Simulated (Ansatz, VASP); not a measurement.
TaN: VASP beside Ansatz

The input POSCAR:

```
TaN
1.0
    0.0000000000      2.1544346900      2.1544346900
    2.1544346900      0.0000000000      2.1544346900
    2.1544346900      2.1544346900      0.0000000000
Ta N
1 1
Direct
    0.0000000000      0.0000000000      0.0000000000
    0.5000000000      0.5000000000      0.5000000000
```

INCAR.step1

```
  PREC = Accurate
  ENCUT = 600
  ISMEAR = -1
  SIGMA = 0.05
  LREAL = False
  LASPH = True
  NELM = 60
  GGA = PE
  ALGO = Normal
  EDIFF = 1E-4
  LWAVE = True
  LCHARG = False
```

The input INCAR.step2:

```
  PREC = Accurate
  ENCUT = 600
  EDIFF = 1E-6
  ISMEAR = -1
  SIGMA = 0.05
  LREAL = False
  LASPH = True
  NELM = 60
  ALGO = Normal
  ISIF = 3
  LWAVE = False
  LCHARG = False
  METAGGA = R2SCAN
  LMIXTAU = True
  IBRION = 2
  NSW = 60
  EDIFFG = -0.005
  ISTART = 1
```

KPOINTS

```
regular mesh
0
Gamma
  17 17 17
```

Input for Ansatz:

```yaml
crystal:
  lattice:
    - [0.0, 2.15443469, 2.15443469]
    - [2.15443469, 0.0, 2.15443469]
    - [2.15443469, 2.15443469, 0.0]
  atoms:
    - { symbol: Ta, position: [0.0, 0.0, 0.0] }
    - { symbol: "N", position: [0.5, 0.5, 0.5] }
kpoints:
  mp_grid: { grid: [17, 17, 17] }
scf:
  occupations: { method: fermi_dirac, width: 0.05 }
hamiltonian:
  xc: r2scan
  pseudopotentials: { kind: paw }
output:
  forces: true
  stress: true
relax:
  f_tol: 0.005
  max_steps: 40
  cell: {}
```

Alike in both runs: task relaxation of cell and atoms; functional r2SCAN; k mesh 17 × 17 × 17; occupations fermi-dirac, width 0.05 eV; no spin polarisation.

```csv
,VASP,Ansatz
version,VASP 6.6.1,Ansatz 0.2.0
potentials or method,"VASP PAW PBE potentials, release 64 (Ta_pv, N)","PAW with Ansatz's default frozen-core files, scalar-relativistic"
plane-wave cutoff (eV),600,500
valence electrons in the cell,16,18
```

VASP gave:

| Property | Result |
| --- | --- |
| relaxed volume (Å³/atom) | 10.68 |
| relaxed length of the cell vector where the two differ most in proportion (Å) | 3.115 |

Task: What did Ansatz give for the same quantities?

Result: Relaxed volume (Å³/atom): 10.62; relaxed length of the cell vector where the two differ most in proportion (Å): 3.109.

VASP's potentials were made for PBE, not for r2SCAN. VASP's potentials hold 16 valence electrons a cell and Ansatz's 18, so a difference there can come from the potentials and not from the codes.

Neither program's run includes spin-orbit coupling.
